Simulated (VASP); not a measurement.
A run of VASP 6.6.1 is set up as follows.

The input INCAR:

```
SYSTEM = CoPtO2
PREC = Accurate
ENCUT = 520
EDIFF = 1E-6
ISMEAR = 0
SIGMA = 0.1
LREAL = .FALSE.
LASPH = .TRUE.
NELM = 100
ALGO = Normal
ISIF = 2
LWAVE = .FALSE.
LCHARG = .FALSE.
GGA = PS
ISYM = 0
NBANDS = 24
```

KPOINTS

```
Automatic mesh
0
G
  12 12 6
  0 0 0
```

The input POSCAR:

```
CoPtO2
1.0
    2.8101831225      0.0000000000      0.0000000000
   -1.4050915612      2.4336899733      0.0000000000
    1.4050915612      0.8112299911      5.8988731690
Co Pt O
1 1 2
Direct
    0.0000000000      0.5000000000      0.5000000000
    0.0000000000      0.0000000000      0.0000000000
    0.2244734586      0.1122367293      0.6632898121
    0.7755265414      0.8877632707      0.3367101879
```

Potentials or basis: VASP PAW PBE potentials, release 64 (Co, Pt, O).

Command:

```bash
$ cat potpaw_PBE.64/Co/POTCAR potpaw_PBE.64/Pt/POTCAR potpaw_PBE.64/O/POTCAR > POTCAR
$ mpirun -np 1 vasp_std > vasp.out
```

What does it give for the pressure?

0.4 GPa.

What does it give for the band gap on the k mesh?

Zero (an odd number of electrons rules out a gap without spin polarisation).

Stress tensor (GPa, compression positive):
```
-0.35  0.00  0.00
 0.00 -0.35  0.00
 0.00  0.00  1.96
```

Caveat: the PAW data sets were made with another functional, which shifts forces and pressure a little; spin-orbit coupling is left out, which moves the levels of the heavy elements; an odd number of electrons without spin polarisation forces a metal; a magnetic or distorted state may lie lower; the run has no spin polarisation, though such a crystal can be magnetic; semilocal functionals often make such compounds metallic where correlation or magnetic order opens a gap, which also shifts bond lengths. With open d or f shells a metallic result of PBEsol can be an artefact of self-interaction; +U or a hybrid may open a gap.
